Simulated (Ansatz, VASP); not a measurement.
# Sn in VASP and in Ansatz

Contents of INCAR:

```
SYSTEM = Sn
PREC = Accurate
ENCUT = 520
EDIFF = 1E-6
ISMEAR = 0
SIGMA = 0.15
LREAL = .FALSE.
LASPH = .TRUE.
NELM = 80
ALGO = Fast
ISIF = 2
LWAVE = .FALSE.
LCHARG = .FALSE.
GGA = PS
NBANDS = 21
```

The input KPOINTS:

```
regular mesh
0
G
  18 18 18
  0 0 0
```

The input POSCAR:

```
Sn
1.0
    0.0000000000      3.0779211454      3.6935053744
    3.0779211454      0.0000000000      3.6935053744
    3.0779211454      3.0779211454      0.0000000000
Sn
2
Direct
    0.5000000000      0.5000000000      0.5000000000
    0.7500000000      0.7500000000      0.7500000000
```

Input for Ansatz:

```yaml
crystal:
  lattice:
    - [0.0, 3.0779211454, 3.6935053744]
    - [3.0779211454, 0.0, 3.6935053744]
    - [3.0779211454, 3.0779211454, 0.0]
  atoms:
    - { symbol: Sn, position: [0.5, 0.5, 0.5] }
    - { symbol: Sn, position: [0.75, 0.75, 0.75] }
basis:
  ecutwfc: 420
kpoints:
  mp_grid: { grid: [18, 18, 18] }
hamiltonian:
  xc: pbesol
scf:
  occupations: { method: gaussian, width: 0.15 }
output:
  forces: true
  stress: true
  eigenvalues: true
```

Alike in both runs: task single point; functional PBEsol; k mesh 18 × 18 × 18; occupations gaussian, width 0.15 eV; no spin polarisation.

```csv
,VASP,Ansatz
version,VASP 6.6.1,Ansatz 0.2.0
potentials or method,"VASP PAW PBE potentials, release 64 (Sn_d), cutoff 520 eV","scalar-relativistic, plane waves, PAW"
valence electrons in the cell,28,28
```

Ansatz gave:

- gap on the k mesh at the Fermi level (eV): none
- pressure (GPa): -0.1
- traceless stress, the component that is largest in VASP (GPa): -4.21

Problem. Estimate VASP's values.

Solution. gap on the k mesh at the Fermi level (eV): none; pressure (GPa): -0.2; traceless stress, the component that is largest in VASP (GPa): -4.21.

VASP's potentials were made for PBE, not for PBEsol. A gap of «none» marks a metal or a gap that the smearing closes.
